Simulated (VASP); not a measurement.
# AlN (P6_3mc) in VASP: notebook

The runs below take AlN through single point, with r2SCAN.

All numbers are computed with VASP 6.6.1; they aren't measurements. Logs are shortened: lines on timing, memory, paths and dates and some standing lists are left out, and cuts for length are marked.

### 1 The cell of the first run

It takes space group P6_3mc (No. 186, hexagonal). The conventional cell has a = 3.183 Å, b = 3.183 Å, c = 4.836 Å, α = 90.00°, β = 90.00°, γ = 120.00°. Al (site symmetry 3m) has 4 N at 1.85 to 1.92 Å within 2.4 Å. N (site symmetry 3m) has 4 Al at 1.85 to 1.92 Å within 2.4 Å.

### 2 Single point, r2SCAN

POSCAR reads:

```
AlN
1.0
    3.1830969030      0.0000000000      0.0000000000
   -1.5915484515      2.7566427807      0.0000000000
    0.0000000000      0.0000000000      4.8355270271
Al N
2 2
Direct
    0.3333333333      0.6666666667      0.4992049920
    0.6666666667      0.3333333333      0.9992049920
    0.3333333333      0.6666666667      0.8807950080
    0.6666666667      0.3333333333      0.3807950080
```

INCAR.step1 reads:

```
PREC     = Accurate       # precision mode
ENCUT    = 520            # plane-wave cutoff, eV
ISMEAR   = 0              # smearing method
SIGMA    = 0.02           # smearing width, eV
LREAL    = F              # projectors in reciprocal space
LASPH    = T              # aspherical terms in the spheres
NELM     = 60             # most SCF steps
NBANDS   = 16             # bands
GGA      = PE             # functional
ALGO     = Normal         # electronic algorithm
EDIFF    = 1E-4           # SCF threshold, eV
LWAVE    = T              # write WAVECAR
LCHARG   = F              # write CHGCAR
```

INCAR.step2 reads:

```
PREC     = Accurate       # precision mode
ENCUT    = 520            # plane-wave cutoff, eV
EDIFF    = 1E-7           # SCF threshold, eV
ISMEAR   = 0              # smearing method
SIGMA    = 0.02           # smearing width, eV
LREAL    = F              # projectors in reciprocal space
LASPH    = T              # aspherical terms in the spheres
NELM     = 60             # most SCF steps
ALGO     = Normal         # electronic algorithm
ISIF     = 2              # what is computed and relaxed
LWAVE    = F              # write WAVECAR
LCHARG   = F              # write CHGCAR
METAGGA  = R2SCAN         # meta-GGA
LMIXTAU  = T            
NBANDS   = 16             # bands
ISTART   = 1
```

KPOINTS reads:

```
regular mesh
0
Gamma
  9 9 6
```

Potentials or basis: VASP PAW PBE potentials, release 64 (Al, N).

Launch:

```console
$ cat potpaw_PBE.64/Al/POTCAR potpaw_PBE.64/N/POTCAR > POTCAR
$ cp INCAR.step1 INCAR
$ mpirun -np 1 vasp_std > vasp.out
$ cp INCAR.step2 INCAR
$ mpirun -np 1 vasp_std > vasp.out
```

OUTCAR:

```text
PREC = Accurate
   ENCUT = 520
   EDIFF = 1E-7
   ISMEAR = 0
   LREAL = F
   LASPH = T
   NELM = 60
   ISIF = 2
   METAGGA = R2SCAN
   ISTART = 1

 ion  position               nearest neighbor table
   1  0.333  0.667  0.499-   3 1.85   4 1.92   4 1.92   4 1.92   2 3.04   2 3.04   2 3.04   2 3.04
                             2 3.04   2 3.04
   2  0.667  0.333  0.999-   4 1.85   3 1.92   3 1.92   3 1.92   1 3.04   1 3.04   1 3.04   1 3.04
                             1 3.04   1 3.04
   3  0.333  0.667  0.881-   1 1.85   2 1.92   2 1.92   2 1.92
   4  0.667  0.333  0.381-   2 1.85   1 1.92   1 1.92   1 1.92

  LATTYP: Found a hexagonal cell.
 ALAT       =     3.1830969030
 C/A-ratio  =     1.5191265533

  Lattice vectors:

 A1 = (   3.1830969030,   0.0000000000,   0.0000000000)
 A2 = (  -1.5915484515,   2.7566427807,   0.0000000000)
 A3 = (   0.0000000000,   0.0000000000,   4.8355270271)

Analysis of symmetry for initial positions (statically):
=====================================================================
 Subroutine PRICEL returns:
 Original cell was already a primitive cell.

 Routine SETGRP: Setting up the symmetry group for a
 hexagonal supercell.

 Subroutine GETGRP returns: Found 12 space group operations
 (whereof  6 operations were pure point group operations)
 out of a pool of 24 trial point group operations.

The static configuration has the point symmetry C_3v.
 The point group associated with its full space group is C_6v.

Analysis of symmetry for dynamics (positions and initial velocities):
=====================================================================
 Subroutine PRICEL returns:
 Original cell was already a primitive cell.

 Routine SETGRP: Setting up the symmetry group for a
 hexagonal supercell.

 Subroutine GETGRP returns: Found 12 space group operations
 (whereof  6 operations were pure point group operations)
 out of a pool of 24 trial point group operations.

The dynamic configuration has the point symmetry C_3v.
 The point group associated with its full space group is C_6v.

 Subroutine INISYM returns: Found 12 space group operations
 (whereof  6 operations are pure point group operations),
 and found     1 'primitive' translations

----------------------------------------------------------------------------------------

                                     Primitive cell

  volume of cell :      42.4301

  direct lattice vectors                    reciprocal lattice vectors
     3.183096903  0.000000000  0.000000000     0.314159459  0.181380048  0.000000000
    -1.591548452  2.756642781  0.000000000     0.000000000  0.362760096  0.000000000
[... 90 lines left out ...]
   LREAL  =      F    real-space projection
   EDIFFG = 0.1E-05   stopping-criterion for IOM
   NSW    =      0    number of steps for IOM
   IBRION =     -1    ionic relax: 0-MD 1-quasi-New 2-CG
   NFREE  =      0    steps in history (QN), initial steepest desc. (CG)
   ISIF   =      2    stress and relaxation
   ISYM   =      2    0-nonsym 1-usesym 2-fastsym
   POTIM  = 0.5000    time-step for ionic-motion
   TEBEG  =    0.0;   TEEND  =   0.0 temperature during run
   PSTRESS=    0.0 pullay stress
   NELECT =      16.0000    total number of electrons
   NUPDOWN=      -1.0000    fix difference up-down
   EMIN   =  10.00;   EMAX   =-10.00  energy-range for DOS
   EFERMI =   0.00;   METHOD = LEGACY
   ISMEAR =     0;   SIGMA  =   0.02  broadening in eV -4-tet -1-fermi 0-gaus
   EFERMI_NEDOS =   21; number of points for ismear=-14 and -15
   IALGO  =     38    algorithm
   IMIX   =      4    mixing-type and parameters
     AMIX     =   0.40;   BMIX     =  1.00
     AMIX_MAG =   1.60;   BMIX_MAG =  1.00
  volume/ion in A,a.u.               =      10.61        71.58
  Fermi-wavevector in a.u.,A,eV,Ry     =   1.182742  2.235059 19.032907  1.398879
  Thomas-Fermi vector in A             =   2.318990
   LORBIT       =      0    0 simple, 1 ext, 2 COOP (PROOUT), +10 PAW based schemes
   METAGGA = R2SCAN    functional components
   LHFCALC =     F    Hartree Fock is set to
   AEXX    =    0.0000 exact exchange contribution
   IVDW    =     0    specifies the selected vdW correction
   LEPSILON=     F    determine dielectric tensor
   LRPA    =     F    only Hartree local field effects (RPA)
 non-spin polarized calculation
 Gauss-broadening in eV      SIGMA  =   0.02
  energy-cutoff  :      520.00
  volume of cell :       42.43
 maximum number of plane-waves:      1158
 NGX is ok and might be reduce to    24
   NGX = 11   NGY = 11   NGZ = 17

 number of electron      16.0000003 magnetization

 Free energy of the ion-electron system (eV)
  ---------------------------------------------------
  ext. energy  EPLUGINS =         0.00000000
  ---------------------------------------------------
  free energy    TOTEN  =       -38.33968154 eV

  energy without entropy =      -38.33968154  energy(sigma->0) =      -38.33968154

 E-fermi :   5.9895     XC(G=0): -11.3273

 val. band max:        5.8850541642   @ k =   0.0000   0.0000   0.0000
 cond. band min:      10.4729806299   @ k =   0.0000   0.0000   0.0000
 fundamental gap:      4.5879264657
 Fermi energy:         5.9894727085

 k-point     1 :       0.0000    0.0000    0.0000
  band No.  band energies     occupation
      1     -10.1381      2.00000
      2      -7.8489      2.00000
      3      -0.0968      2.00000
      4       4.6503      2.00000
      5       4.6503      2.00000
      6       5.4689      2.00000
[... 433 lines left out ...]
      3       0.9926      2.00000
      4       1.5449      2.00000
      5       1.5449      2.00000
      6       3.2381      2.00000
[... 8 lines left out ...]
     15      19.5398      0.00000
     16      21.3920      0.00000

 [... further k-points ...]
[... 5 lines left out ...]
  --------------------------------------------------------------------------------------
  -------------------------------------------------------------------------------------
  Total       -3.0444978     -3.0444978      2.8478226      0.0000000      0.0000000     -0.0000000
  in kB     -114.9614099   -114.9614099    107.5348778      0.0000000      0.0000000     -0.0000000
  external PRESSURE =     -40.7959807 kB  Pullay stress =       0.0000000 kB

 VOLUME and BASIS-vectors are now :
 -----------------------------------------------------------------------------
  energy-cutoff  :      520.00
  volume of cell :       42.43
      direct lattice vectors                 reciprocal lattice vectors
     3.183096903  0.000000000  0.000000000     0.314159459  0.181380048  0.000000000
    -1.591548452  2.756642781  0.000000000     0.000000000  0.362760096  0.000000000
     0.000000000  0.000000000  4.835527027     0.000000000  0.000000000  0.206802691

 POSITION                                       TOTAL-FORCE (eV/Angst)
 -----------------------------------------------------------------------------------
     -0.00000      1.83776      2.41392         0.000000      0.000000     -0.715094
      1.59155      0.91888      4.83168        -0.000000     -0.000000     -0.715094
     -0.00000      1.83776      4.25911        -0.000000      0.000000      0.715094
      1.59155      0.91888      1.84134        -0.000000      0.000000      0.715094
 -----------------------------------------------------------------------------------
    total drift:                                0.000000      0.000000     -0.029112

  FREE ENERGIE OF THE ION-ELECTRON SYSTEM (eV)
  ---------------------------------------------------
  free  energy   TOTEN  =       -38.3396815447 eV

  energy  without entropy=      -38.3396815447  energy(sigma->0) =      -38.33968154
```

OUTCAR.step1:

```text
PREC = Accurate
   ENCUT = 520
   ISMEAR = 0
   LREAL = F
[... 690 lines left out ...]
     -0.00000      1.83776      2.41392        -0.000000      0.000000     -0.738944
      1.59155      0.91888      4.83168         0.000000      0.000000     -0.738944
     -0.00000      1.83776      4.25911         0.000000     -0.000000      0.738944
      1.59155      0.91888      1.84134        -0.000000      0.000000      0.738944
 -----------------------------------------------------------------------------------
    total drift:                                0.000000      0.000000      0.004614

  FREE ENERGIE OF THE ION-ELECTRON SYSTEM (eV)
  ---------------------------------------------------
  free  energy   TOTEN  =       -29.6797181013 eV

  energy  without entropy=      -29.6797181013  energy(sigma->0) =      -29.67971810
```

Run time: 41 s. Hardware: 1 thread of Intel Xeon 6975P-C (Granite Rapids), shared host; peak memory 0.16 GiB.

Results:

```
Free energy            : -38.3397 eV
Pressure               : -4.1 GPa
Largest force          : 0.715 eV/Å
Band gap on the k mesh : 4.59 eV, direct
```

Forces in eV/Å, atoms in the order of the input:
```
Al   0.000  0.000 -0.715
Al   0.000  0.000 -0.715
N    0.000  0.000  0.715
N    0.000  0.000  0.715
```

Levels at points of the mesh, in eV from the valence-band top:
| k point | band 4 | band 5 | band 6 | band 7 | band 8 | band 9 | band 10 | band 11 | band 12 | band 13 |
| --- | --- | --- | --- | --- | --- | --- | --- | --- | --- | --- |
| (0.00, 0.00, 0.00) | -1.23 | -1.23 | -0.42 | -0.42 | 0.00 | 4.59 | 6.72 | 11.25 | 11.25 | 11.55 |
| (0.00, 0.00, 0.50) | -3.29 | -0.84 | -0.84 | -0.84 | -0.84 | 6.71 | 6.71 | 11.25 | 11.25 | 11.56 |

Caveat: the PAW data sets were made with another functional, which shifts forces and pressure a little.

### 3 Single point, r2SCAN

This run uses another cell than the first one, of 10.76 Å³/atom, 1.015 times its volume.

POSCAR reads:

```
AlN
1.0
    3.1830969030      0.0000000000      0.0000000000
   -1.5915484515      2.7566427807      0.0000000000
    0.0000000000      0.0000000000      4.9066377090
Al N
2 2
Direct
    0.3333333333      0.6666666667      0.4958239769
    0.6666666667      0.3333333333      0.9958239769
    0.3333333333      0.6666666667      0.8841760231
    0.6666666667      0.3333333333      0.3841760231
```

INCAR.step1 reads:

```
SYSTEM = AlN
PREC = Accurate ; ENCUT = 520
ISMEAR = 0 ; SIGMA = 0.02
LREAL = .False. ; LASPH = .True.
NELM = 100 ; NBANDS = 16
GGA = PE ; ALGO = Normal
EDIFF = 1E-4 ; LWAVE = .True.
LCHARG = .False.
```

INCAR.step2 reads:

```
SYSTEM = AlN
PREC = Accurate ; ENCUT = 520
EDIFF = 1E-6 ; ISMEAR = 0
SIGMA = 0.02 ; LREAL = .False.
LASPH = .True. ; NELM = 100
ALGO = Normal ; ISIF = 2
LWAVE = .False. ; LCHARG = .False.
METAGGA = R2SCAN ; LMIXTAU = .True.
NBANDS = 16 ; ISTART = 1
```

KPOINTS reads:

```
Automatic mesh
0
Gamma
  9 9 6
  0 0 0
```

Potentials or basis: VASP PAW PBE potentials, release 64 (Al, N).

Launch:

```console
$ cat potpaw_PBE.64/Al/POTCAR potpaw_PBE.64/N/POTCAR > POTCAR
$ cp INCAR.step1 INCAR
$ mpirun -np 1 vasp_std > vasp.out
$ cp INCAR.step2 INCAR
$ mpirun -np 1 vasp_std > vasp.out
```

It took 36 s on 1 thread of Intel Xeon 6975P-C (Granite Rapids), shared host; peak memory 0.16 GiB.

It converged, with:

```yaml
Free_energy: -38.3820 eV
Pressure: -7.6 GPa
Band_gap_on_the_k_mesh: 4.40 eV, direct
```

Forces on the atoms (eV/Å):
```
Al   0.000  0.000 -0.002
Al   0.000  0.000 -0.002
N    0.000  0.000  0.002
N    0.000  0.000  0.002
```

Stress tensor (GPa, compression positive):
```
-11.29   0.00   0.00
  0.00 -11.29   0.00
  0.00   0.00  -0.31
```

Levels at points of the mesh, in eV from the valence-band top:
| k point | band 4 | band 5 | band 6 | band 7 | band 8 | band 9 | band 10 | band 11 | band 12 | band 13 |
| --- | --- | --- | --- | --- | --- | --- | --- | --- | --- | --- |
| (0.00, 0.00, 0.00) | -1.28 | -1.28 | -0.51 | -0.51 | 0.00 | 4.40 | 6.67 | 11.19 | 11.19 | 11.37 |
| (0.00, 0.00, 0.50) | -3.34 | -0.91 | -0.91 | -0.91 | -0.91 | 6.61 | 6.61 | 10.98 | 10.98 | 11.50 |

Caveat: the PAW data sets were made with another functional, which shifts forces and pressure a little.
